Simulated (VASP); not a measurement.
# MgO: single point with PBE

Crystal: MgO.

```
Mg O
1.0
     2.89241    0.00000    0.67642
     0.00000    2.99964    0.00000
     0.73224    0.00000    5.64384
Mg O
2 2
Direct
  0.00000 0.00000 0.00000
  0.00000 0.50000 0.50000
  0.66492 0.00000 0.74193
  0.33508 0.00000 0.25807
```

This cell differs from its parent crystal: atoms taken out.

```
Program                : VASP 6.6.1
Task                   : single point
Functional             : PBE
Potentials or basis    : VASP PAW PBE potentials, release 64 (Mg, O)
Cutoff                 : 520 eV
k mesh                 : 4 × 6 × 4
Occupations            : gaussian, width 0.1 eV
Spin                   : no spin polarisation
Dipole correction      : no
Further INCAR settings : ALGO = Normal; EDIFF = 1e-06; NBANDS = 16
```

The pressure is -0.3 GPa, the largest force is 0.007 eV/Å and the band gap on the k mesh is 1.49 eV (least direct gap 1.61 eV).

Forces in eV/Å, atoms in the order of the input:
```
Mg   0.000  0.000  0.000
Mg   0.000  0.000  0.000
O    0.002  0.000 -0.006
O   -0.002  0.000  0.006
```

Levels at points of the mesh, in eV from the valence-band top:
```tsv
k point	band 6	band 7	band 8	band 9	band 10	band 11
(0.00, 0.00, 0.00)	-0.50	-0.38	-0.13	1.49	6.57	7.28
(0.50, 0.00, 0.00)	-1.37	-0.40	-0.15	5.70	6.31	9.21
(0.00, 0.50, 0.00)	-0.28	-0.25	0.00	4.79	6.57	8.34
(0.50, 0.50, 0.00)	-2.29	-1.57	-0.91	4.22	5.04	9.82
(0.00, 0.00, 0.50)	-0.62	-0.55	-0.40	3.16	3.90	10.21
(0.50, 0.00, 0.50)	-0.47	-0.39	-0.16	5.59	6.60	7.91
(0.00, 0.50, 0.50)	-1.80	-0.30	-0.19	5.25	6.63	9.97
(0.50, 0.50, 0.50)	-1.99	-1.65	-0.27	3.58	7.34	8.42
```

It took 15 s on 1 thread of Intel(R) Xeon(R) Platinum 8488C (Sapphire Rapids), on a shared host, peak memory 0.17 GiB.

Caveat: the k points lie up to 0.54 Å⁻¹ apart; the cell differs from its parent crystal (atoms taken out). A k mesh can miss the band edges.
